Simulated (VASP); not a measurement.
# Te (Imma) in VASP: a series of runs, part 2 of 2

VASP 6.6.1. Earlier steps stand in the parts before.

### 3 Single point, PBEsol

Input file INCAR:

```
SYSTEM = Te
  ALGO = Normal
  EDIFF = 1E-7
  ENCUT = 520
  GGA = PS
  ISIF = 2
  ISMEAR = 0
  LASPH = .TRUE.
  LCHARG = .FALSE.
  LREAL = .FALSE.
  LWAVE = .FALSE.
  NBANDS = 13
  NELM = 80
  PREC = Accurate
  SIGMA = 0.1
```

Input file KPOINTS:

```
k-points
0
G
  4 4 4
  0 0 0
```

Input file POSCAR:

```
Te
1.0
   -2.9577900000      3.8759700000      1.5351500000
    2.9577900000     -3.8759700000      1.5351500000
    2.9577900000      3.8759700000     -1.5351500000
Te
2
Direct
    0.9990700000      0.2490700000      0.7500000000
    0.0009300000      0.7509300000      0.2500000000
```

Potentials or basis: VASP PAW PBE potentials, release 64 (Te).

Launch:

```console
$ cat potpaw_PBE.64/Te/POTCAR > POTCAR
$ mpirun -np 1 vasp_std > vasp.out
```

Wall time 33 s (1 thread of Intel Xeon Platinum 8259CL at 2.50GHz (Skylake/Cascade Lake), shared host); peak memory 0.23 GiB.

It converged, with:

```
Free energy            : -6.5837 eV
Pressure               : -1.4 GPa
Largest force          : 0.004 eV/Å
Band gap on the k mesh : zero (bands 6 and 7 overlap by 3.59 eV)
```

Forces in eV/Å, atoms in the order of the input:
```
Te   0.000  0.000  0.004
Te   0.000  0.000 -0.004
```

Stress tensor (GPa, compression positive):
```
-4.23  0.00  0.00
 0.00 -1.26  0.00
 0.00  0.00  1.21
```

Levels at points of the mesh, in eV from the Fermi level:
```tsv
k point	band 4	band 5	band 6	band 7	band 8	band 9
(0.00, 0.00, 0.00)	-1.79	-1.29	3.15	3.27	3.88	4.11
(0.50, 0.00, 0.00)	-3.72	-3.15	-0.94	1.29	3.36	4.24
(0.00, 0.50, 0.00)	-4.38	-0.30	-0.29	0.42	0.42	6.46
(0.50, 0.50, 0.00)	-2.16	-1.50	-1.50	3.84	3.84	7.45
(0.50, 0.50, 0.50)	-4.29	0.87	2.79	4.21	5.22	7.63
```

Caveat: the k points lie up to 0.55 Å⁻¹ apart, too coarse for converged energies and pressures of a metal; the PAW data sets were made with another functional, which shifts forces and pressure a little; spin-orbit coupling is left out, which moves the levels of the heavy elements.

### 4 Single point, PBEsol

Input file INCAR:

```
PREC = Accurate
ENCUT = 520
EDIFF = 1E-7
ISMEAR = 0
SIGMA = 0.1
LREAL = F
LASPH = T
NELM = 60
ALGO = Normal
ISIF = 2
LWAVE = F
LCHARG = F
GGA = PS
NBANDS = 13
```

Input file KPOINTS:

```
regular mesh
0
Gamma
  5 5 5
```

POSCAR is that of step 3.

Potentials or basis: VASP PAW PBE potentials, release 64 (Te).

Launch:

```console
$ cat potpaw_PBE.64/Te/POTCAR > POTCAR
$ mpirun -np 1 vasp_std > vasp.out
```

OUTCAR:

```text
PREC = Accurate
   ENCUT = 520
   EDIFF = 1E-7
   ISMEAR = 0
   LREAL = F
   LASPH = T
   NELM = 60
   ISIF = 2
   GGA = PS

 ion  position               nearest neighbor table
   1  0.999  0.249  0.750-   2 2.96   2 2.96
   2  0.001  0.751  0.250-   1 2.96   1 2.96

  LATTYP: Found a body centered orthorhombic cell.
 ALAT       =     3.0703000000
 B/A-ratio  =     1.9267107449
 C/A-ratio  =     2.5248151646

  Lattice vectors:

 A1 = (   2.9577900000,  -3.8759700000,   1.5351500000)
 A2 = (  -2.9577900000,  -3.8759700000,  -1.5351500000)
 A3 = (   2.9577900000,   3.8759700000,  -1.5351500000)

Analysis of symmetry for initial positions (statically):
=====================================================================
 Subroutine PRICEL returns:
 Original cell was already a primitive cell.

 Routine SETGRP: Setting up the symmetry group for a
 body centered orthorhombic supercell.

 Subroutine GETGRP returns: Found  8 space group operations
 (whereof  4 operations were pure point group operations)
 out of a pool of  8 trial point group operations.

The static configuration has the point symmetry C_2h.
 The point group associated with its full space group is D_2h.

[... 167 lines left out ...]
 Fermi energy:         5.1091162803

 k-point     1 :       0.0000    0.0000    0.0000
  band No.  band energies     occupation
      1      -8.2645      2.00000
      2      -5.1703      2.00000
      3      -0.4754      2.00000
      4       2.9594      2.00000
      5       3.4657      2.00000
      6       7.8790      0.00000
      7       8.0278      0.00000
      8       8.6215      0.00000
      9       8.8668      0.00000
     10       9.6305      0.00000
     11      12.7624      0.00000
     12      14.4049      0.00000
     13      15.6186      0.00000
[... 354 lines left out ...]
  band No.  band energies     occupation
      1      -6.3523      2.00000
      2      -3.2921      2.00000
      3       0.2623      2.00000
      4       0.9155      2.00000
      5       2.2119      2.00000
      6       4.1508      2.00000
      7       5.0448      1.63722
      8       8.6312      0.00000
      9      10.0382      0.00000
     10      10.2076      0.00000
     11      10.3536      0.00000
     12      11.2343      0.00000
     13      14.3256      0.00000

 [... further k-points ...]
[... 5 lines left out ...]
  --------------------------------------------------------------------------------------
  -------------------------------------------------------------------------------------
  Total       -1.6526424     -1.0621642      0.3338696      0.0000000      0.0000000      0.0000000
  in kB      -37.6123891    -24.1737318      7.5985174      0.0000000      0.0000000      0.0000000
  external PRESSURE =     -18.0625345 kB  Pullay stress =       0.0000000 kB

 VOLUME and BASIS-vectors are now :
 -----------------------------------------------------------------------------
  energy-cutoff  :      520.00
  volume of cell :       70.40
      direct lattice vectors                 reciprocal lattice vectors
    -2.957790000  3.875970000  1.535150000     0.000000000  0.128999966  0.325701072
     2.957790000 -3.875970000  1.535150000     0.169045132  0.000000000  0.325701072
     2.957790000  3.875970000 -1.535150000     0.169045132  0.128999966  0.000000000

 POSITION                                       TOTAL-FORCE (eV/Angst)
 -----------------------------------------------------------------------------------
      0.00000      5.81395      0.76472         0.000000     -0.000000     -0.001004
      2.95779     -1.93798      0.77043        -0.000000      0.000000      0.001004
 -----------------------------------------------------------------------------------
    total drift:                                0.000000      0.000000      0.000000

  FREE ENERGIE OF THE ION-ELECTRON SYSTEM (eV)
  ---------------------------------------------------
  free  energy   TOTEN  =        -6.5484219779 eV

  energy  without entropy=       -6.5374971735  energy(sigma->0) =       -6.54295958
```

OSZICAR:

```text
N       E                     dE             d eps       ncg     rms          rms(c)
DAV:   1     0.478262173693E+02    0.47826E+02   -0.45063E+03   702   0.736E+02
DAV:   2    -0.369064646068E+01   -0.51517E+02   -0.48600E+02   917   0.116E+02
DAV:   3    -0.652110655858E+01   -0.28305E+01   -0.28158E+01   907   0.300E+01
DAV:   4    -0.656750548155E+01   -0.46399E-01   -0.46395E-01   851   0.458E+00
DAV:   5    -0.656851905942E+01   -0.10136E-02   -0.10136E-02   941   0.642E-01    0.857E+00
DAV:   6    -0.655308593656E+01    0.15433E-01   -0.12401E-02   792   0.524E-01    0.548E+00
DAV:   7    -0.654906018922E+01    0.40257E-02   -0.22986E-02   817   0.716E-01    0.265E-01
DAV:   8    -0.654841632843E+01    0.64386E-03   -0.20633E-03   762   0.235E-01    0.103E-01
DAV:   9    -0.654842489970E+01   -0.85713E-05   -0.46204E-05   917   0.426E-02    0.287E-02
DAV:  10    -0.654842259042E+01    0.23093E-05   -0.62684E-06   797   0.130E-02    0.142E-02
DAV:  11    -0.654842195396E+01    0.63646E-06   -0.34018E-07   852   0.313E-03    0.123E-03
DAV:  12    -0.654842197789E+01   -0.23931E-07   -0.16536E-08   506   0.904E-04
   1 F= -.65484220E+01 E0= -.65429596E+01  d E =-.109248E-01
```

Wall time 44 s (1 thread of Intel Xeon Platinum 8259CL at 2.50GHz (Skylake/Cascade Lake), shared host); peak memory 0.23 GiB.

What came out:

```
Free energy            : -6.5484 eV
Pressure               : -1.8 GPa
Band gap on the k mesh : zero (bands 6 and 7 overlap by 3.36 eV)
```

Caveat: the k points lie up to 0.44 Å⁻¹ apart, too coarse for converged energies and pressures of a metal; the PAW data sets were made with another functional, which shifts forces and pressure a little; spin-orbit coupling is left out, which moves the levels of the heavy elements.

### 5 Overview

| k mesh | gap on the mesh (eV) | pressure (GPa) |
| --- | --- | --- |
| 3 × 3 × 3 | none | -2.4 |
| 4 × 4 × 4 | none | -1.4 |
| 5 × 5 × 5 | none | -1.8 |

Alike in all rows: task single point; level PBEsol; potentials or basis VASP PAW PBE potentials, release 64 (Te); no spin polarisation; cell as given; cutoff (eV) 520; smearing gaussian 0.1 eV.

Caveats: all runs use coarse meshes; the PAW data sets were made with another functional, which shifts forces and pressure a little; spin-orbit coupling is left out, which moves the levels of the heavy elements.

Absolute energies hang on the potentials; compare differences alone.
